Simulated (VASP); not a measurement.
Input of a VASP 6.6.1 run:

File INCAR:

```
PREC = Accurate ; ENCUT = 520
EDIFF = 1E-6 ; ISMEAR = -1
SIGMA = 0.01 ; LREAL = False
LASPH = True ; NELM = 150
ALGO = Normal ; ISIF = 2
LWAVE = False ; LCHARG = False
MAGMOM = 0 0 0 0 0 0 ; LORBIT = 11
LSORBIT = True ; GGA_COMPAT = False
LORBMOM = True ; GGA = PS
NBANDS = 30
```

The input KPOINTS:

```
regular mesh
0
Gamma
  8 8 8
```

File POSCAR:

```
GaAs
1.0
    2.8008558155      2.8008558155      0.0000000000
   -2.8008558155      2.8008558155      0.0000000000
    0.0000000000      2.8008558155      2.8534221249
Ga As
1 1
Direct
    0.0000000000      0.0000000000      0.0000000000
    0.7500000000      0.2500000000      0.5000000000
```

Potentials or basis: VASP PAW PBE potentials, release 64 (Ga_d, As).

Command:

```sh
$ cat potpaw_PBE.64/Ga_d/POTCAR potpaw_PBE.64/As/POTCAR > POTCAR
$ mpirun -np 1 vasp_ncl > vasp.out
```

Task: What does it give for the pressure?

Result: 1.0 GPa.

Task: What does it give for the net moment?

Result: 0.00 μB per cell.

Moments on the atoms (μB; x, y, z):
```
Ga  0.00 0.00 0.00
As  0.00 0.00 0.00
```

Caveat: the cell differs from its parent crystal (film at in-plane strain -0.01); the PAW data sets were made with another functional, which shifts forces and pressure a little.
